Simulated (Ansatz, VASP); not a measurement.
# One calculation of KBr, two programs

```
K Br
1.0
    -2.37130    3.32227    2.38618
     2.37130   -3.32227    2.38618
     2.37130    3.32227   -2.38618
K Br
1 1
Direct
  0.00000 0.50000 0.50000
  0.50000 0.50000 0.00000
```

Alike in both runs: functional PBE; k mesh 4 × 4 × 4; occupations gaussian, width 0.15 eV; no spin polarisation.

Ansatz relaxed the structure, and its values are those at the end. VASP's run is a single point on that final structure, the one shown.

|  | VASP | Ansatz |
| --- | --- | --- |
| version | VASP 6.6.1 | Ansatz 0.2.0 |
| potentials or method | VASP PAW PBE potentials, release 64 (K_sv, Br), cutoff 500 eV | scalar-relativistic, plane waves, PAW |
| valence electrons in the cell | 16 | 16 |

Ansatz gave:

- gap on the k mesh at the Fermi level (eV): 4.31
- least direct gap on the mesh (eV): 4.31
- pressure (GPa): 0.0

Which values does VASP return?

gap on the k mesh at the Fermi level (eV): 4.31; least direct gap on the mesh (eV): 4.31; pressure (GPa): 0.1.

The k mesh is coarse, so the values compare programs but aren't converged.
